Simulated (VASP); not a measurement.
# Be2S3 (P-4m2) in VASP: relaxation of cell and atoms with PBE

Aim: the relaxation of cell and atoms of Be2S3 with PBE.

Program: VASP 6.6.1. These are calculated values, not measurements. Logs are shortened: lines on timing, memory, paths and dates and some standing lists are left out, and cuts for length are marked.

## 1. The cell of the first run

Symmetry: P-4m2, No. 115, tetragonal system. The conventional cell has a = 3.551 Å, b = 3.551 Å, c = 6.643 Å, α = 90.00°, β = 90.00°, γ = 90.00°. Within 2.7 Å of Be (site symmetry 2mm) lie 4 S at 2.07 to 2.16 Å. Within 2.7 Å of S (site symmetry 2mm) lie 1 S at 2.05 Å and 2 Be at 2.07 Å. S (site symmetry -4m2) has 4 Be at 2.16 Å within 2.9 Å.

## 2. Relaxation of cell and atoms, PBE

The input, INCAR:

```
SYSTEM = Be2S3
PREC = Accurate
ENCUT = 600
EDIFF = 1E-6
ISMEAR = 0
SIGMA = 0.01
LREAL = .False.
LASPH = .True.
NELM = 80
ALGO = Normal
ISIF = 3
LWAVE = .False.
LCHARG = .False.
GGA = PE
IBRION = 2
NSW = 100
EDIFFG = -0.01
```

The input, KPOINTS:

```
regular mesh
0
Gamma
  10 10 6
  0 0 0
```

The input, POSCAR:

```
Be2S3
1.0
    3.5506610756      0.0000000000      0.0000000000
    0.0000000000      3.5506610756      0.0000000000
    0.0000000000      0.0000000000      6.6432435108
Be S
2 3
Direct
    0.5000000000      0.0000000000      0.8144970054
    0.0000000000      0.5000000000      0.1855029946
    0.5000000000      0.5000000000      0.6540927553
    0.5000000000      0.5000000000      0.3459072447
    0.0000000000      0.0000000000      0.0000000000
```

Potentials or basis: VASP PAW PBE potentials, release 64 (Be, S).

Command:

```bash
cat potpaw_PBE.64/Be/POTCAR potpaw_PBE.64/S/POTCAR > POTCAR
mpirun -np 1 vasp_std > vasp.out
```

OUTCAR:

```text
SYSTEM = Be2S3
   PREC = Accurate
   ENCUT = 600
   EDIFF = 1E-6
   ISMEAR = 0
   LREAL = .False.
   LASPH = .True.
   NELM = 80
   ISIF = 3
   GGA = PE
   IBRION = 2
   NSW = 100
   EDIFFG = -0.01

 ion  position               nearest neighbor table
   1  0.500  0.000  0.814-   3 2.07   3 2.07   5 2.16   5 2.16
   2  0.000  0.500  0.186-   4 2.07   4 2.07   5 2.16   5 2.16
   3  0.500  0.500  0.654-   4 2.05   1 2.07   1 2.07
   4  0.500  0.500  0.346-   3 2.05   2 2.07   2 2.07
   5  0.000  0.000  0.000-   1 2.16   2 2.16   2 2.16   1 2.16

  LATTYP: Found a simple tetragonal cell.
 ALAT       =     3.5506610756
 C/A-ratio  =     1.8709877877

  Lattice vectors:

 A1 = (   3.5506610756,   0.0000000000,   0.0000000000)
 A2 = (   0.0000000000,   3.5506610756,   0.0000000000)
 A3 = (   0.0000000000,   0.0000000000,   6.6432435108)

Analysis of symmetry for initial positions (statically):
=====================================================================
 Subroutine PRICEL returns:
 Original cell was already a primitive cell.

 Routine SETGRP: Setting up the symmetry group for a
 simple tetragonal supercell.

 Subroutine GETGRP returns: Found  8 space group operations
 (whereof  8 operations were pure point group operations)
 out of a pool of 16 trial point group operations.

The static configuration has the point symmetry D_2d.

Analysis of symmetry for dynamics (positions and initial velocities):
=====================================================================
 Subroutine PRICEL returns:
 Original cell was already a primitive cell.

 Routine SETGRP: Setting up the symmetry group for a
 simple tetragonal supercell.

 Subroutine GETGRP returns: Found  8 space group operations
 (whereof  8 operations were pure point group operations)
 out of a pool of 16 trial point group operations.

The dynamic configuration has the point symmetry D_2d.

 Subroutine INISYM returns: Found  8 space group operations
 (whereof  8 operations are pure point group operations),
 and found     1 'primitive' translations

----------------------------------------------------------------------------------------

                                     Primitive cell

  volume of cell :      83.7527

  direct lattice vectors                    reciprocal lattice vectors
     3.550661076  0.000000000  0.000000000     0.281637695  0.000000000  0.000000000
[... 114 lines left out ...]
  Fermi-wavevector in a.u.,A,eV,Ry     =   1.048454  1.981291 14.956293  1.099256
  Thomas-Fermi vector in A             =   2.183377
   LORBIT       =      0    0 simple, 1 ext, 2 COOP (PROOUT), +10 PAW based schemes
   GGA     = PE    functional components
   LHFCALC =     F    Hartree Fock is set to
   AEXX    =    0.0000 exact exchange contribution
   IVDW    =     0    specifies the selected vdW correction
   LEPSILON=     F    determine dielectric tensor
   LRPA    =     F    only Hartree local field effects (RPA)
 conjugate gradient relaxation of ions
 non-spin polarized calculation
 Gauss-broadening in eV      SIGMA  =   0.01
  energy-cutoff  :      600.00
  volume of cell :       83.75
 maximum number of plane-waves:      2824
   NGX = 15   NGY = 15   NGZ = 27

--------------------------------------- Ionic step        1  -------------------------------------------

 number of electron      21.9999996 magnetization

 Free energy of the ion-electron system (eV)
  ---------------------------------------------------
  ext. energy  EPLUGINS =         0.00000000
  ---------------------------------------------------
  free energy    TOTEN  =       -22.95858465 eV

  energy without entropy =      -22.95858465  energy(sigma->0) =      -22.95858465

------------------------ aborting loop because EDIFF is reached ----------------------------------------

  FORCE on cell =-STRESS in cart. coord.  units (eV):
  Direction    XX          YY          ZZ          XY          YZ          ZX
  --------------------------------------------------------------------------------------
  -------------------------------------------------------------------------------------
  Total       -0.0066071     -0.0066071     -0.1740604      0.0000000      0.0000000      0.0000000
  in kB       -0.1263930     -0.1263930     -3.3297519      0.0000000      0.0000000      0.0000000
  external PRESSURE =      -1.1941793 kB  Pullay stress =       0.0000000 kB
[... 65 lines left out ...]
--------------------------------------- Ionic step        3  -------------------------------------------

 number of electron      21.9999995 magnetization

 Free energy of the ion-electron system (eV)
  ---------------------------------------------------
  ext. energy  EPLUGINS =         0.00000000
  ---------------------------------------------------
  free energy    TOTEN  =       -22.95886583 eV

  energy without entropy =      -22.95886583  energy(sigma->0) =      -22.95886583

 E-fermi :   4.3171     XC(G=0):  -9.2272

 val. band max:        4.2459068763   @ k =   0.0000   0.0000   0.5000
 cond. band min:       4.5348127309   @ k =   0.5000   0.5000   0.5000
 fundamental gap:      0.2889058547
 Fermi energy:         4.3171286932

 k-point     1 :       0.0000    0.0000    0.0000
  band No.  band energies     occupation
      1     -11.3744      2.00000
      2      -9.0690      2.00000
      3      -7.7230      2.00000
      4      -1.4755      2.00000
      5       0.3179      2.00000
      6       0.3179      2.00000
      7       0.7605      2.00000
      8       2.1695      2.00000
      9       2.1695      2.00000
     10       3.3701      2.00000
     11       3.3701      2.00000
     12       6.1449      0.00000
     13       6.7084      0.00000
     14       8.2169      0.00000
[... 401 lines left out ...]
      2      -9.0654      2.00000
      3      -7.4170      2.00000
      4      -1.9862      2.00000
      5      -0.6444      2.00000
      6       0.5656      2.00000
      7       0.6716      2.00000
      8       1.2034      2.00000
      9       1.9906      2.00000
     10       3.2298      2.00000
     11       3.7002      2.00000
     12       6.3478      0.00000
     13       7.3527      0.00000
     14       8.7915      0.00000
     15       9.6286      0.00000

 [... further k-points ...]

------------------------ aborting loop because EDIFF is reached ----------------------------------------

  FORCE on cell =-STRESS in cart. coord.  units (eV):
  Direction    XX          YY          ZZ          XY          YZ          ZX
  --------------------------------------------------------------------------------------
  -------------------------------------------------------------------------------------
  Total       -0.0121853     -0.0121853      0.0265745      0.0000000      0.0000000      0.0000000
  in kB       -0.2332999     -0.2332999      0.5087949      0.0000000      0.0000000      0.0000000
  external PRESSURE =       0.0140650 kB  Pullay stress =       0.0000000 kB
[... 20 lines left out ...]
  FREE ENERGIE OF THE ION-ELECTRON SYSTEM (eV)
  ---------------------------------------------------
  free  energy   TOTEN  =       -22.9588658317 eV

  energy  without entropy=      -22.9588658317  energy(sigma->0) =      -22.95886583

 reached required accuracy - stopping structural energy minimisation
```

OSZICAR:

```text
N       E                     dE             d eps       ncg     rms          rms(c)
DAV:   1     0.102834351436E+03    0.10283E+03   -0.10286E+04  2520   0.139E+03
DAV:   2    -0.149043426003E+02   -0.11774E+03   -0.11500E+03  3357   0.219E+02
DAV:   3    -0.232765783043E+02   -0.83722E+01   -0.82948E+01  3451   0.671E+01
[... 20 lines left out ...]
DAV:   1    -0.229588183579E+02   -0.32748E-03   -0.21256E-02  2590   0.857E-01    0.315E-01
DAV:   2    -0.229588948135E+02   -0.76456E-04   -0.13211E-03  3465   0.261E-01    0.498E-02
DAV:   3    -0.229588699737E+02    0.24840E-04   -0.61252E-05  3293   0.571E-02    0.170E-02
DAV:   4    -0.229588666292E+02    0.33445E-05   -0.17515E-05  3472   0.258E-02    0.154E-02
DAV:   5    -0.229588658317E+02    0.79749E-06   -0.91726E-07  2149   0.766E-03
   3 F= -.22958866E+02 E0= -.22958866E+02  d E =-.281182E-03
```

Run time: 74 s. Hardware: 1 thread of Intel Xeon 6975P-C (Granite Rapids), shared host; peak memory 0.26 GiB.

Results:

- Free energy: -22.9589 eV
- Relaxed volume: 16.74 Å³/atom
- Relaxed cell: a = 3.551 Å, b = 3.551 Å, c = 6.638 Å, α = 90.00°, β = 90.00°, γ = 90.00°
- Space group after relaxing (to 0.1 Å): P-4m2 (No. 115)
- Energy gained by relaxing: 0.1 meV/atom
- Ionic steps: 3
- Pressure after relaxing: 0.0 GPa
- Largest force after relaxing: 0.005 eV/Å
- Band gap on the k mesh: 0.29 eV (least direct gap 0.84 eV)

Forces on the atoms (eV/Å):
```
Be   0.000  0.000 -0.005
Be   0.000  0.000  0.005
S    0.000  0.000 -0.004
S    0.000  0.000  0.004
S    0.000  0.000  0.000
```

The path:
```
step  energy change (eV)  largest force (eV/Å)  pressure (GPa)  volume (Å³)
   1              0.0000                0.0966           -0.12        83.75
   2              0.0001                0.1055            0.14        83.60
   3             -0.0003                0.0054            0.00        83.68
```

Final structure:
```yaml
crystal:
  lattice:
    - [3.55056, 0.00000, 0.00000]
    - [0.00000, 3.55056, 0.00000]
    - [0.00000, 0.00000, 6.63805]
  atoms:
    - { symbol: Be, position: [0.50000, 0.00000, 0.81450] }
    - { symbol: Be, position: [0.00000, 0.50000, 0.18550] }
    - { symbol: S, position: [0.50000, 0.50000, 0.65377] }
    - { symbol: S, position: [0.50000, 0.50000, 0.34623] }
    - { symbol: S, position: [0.00000, 0.00000, 0.00000] }
```

Levels at points of the mesh, in eV from the valence-band top:
```tsv
k point	band 7	band 8	band 9	band 10	band 11	band 12	band 13	band 14	band 15
(0.00, 0.00, 0.00)	-3.49	-2.08	-2.08	-0.88	-0.88	1.90	2.46	3.97	4.56
(0.50, 0.00, 0.00)	-3.56	-3.22	-2.19	-0.92	-0.40	1.63	4.16	4.19	5.71
(0.50, 0.50, 0.00)	-4.14	-4.14	-3.67	-2.48	-2.48	2.12	2.87	3.93	6.95
(0.00, 0.00, 0.50)	-2.95	-2.95	-2.31	0.00	0.00	0.84	2.98	3.79	4.22
(0.50, 0.00, 0.50)	-3.26	-3.19	-2.36	-2.18	-0.53	2.54	4.32	4.55	5.73
(0.50, 0.50, 0.50)	-4.81	-4.81	-3.73	-1.72	-1.72	0.29	4.31	4.64	4.64
```

Caveat: semilocal functionals underestimate gaps, and a narrow one can read as zero. A k mesh can miss the band edges.
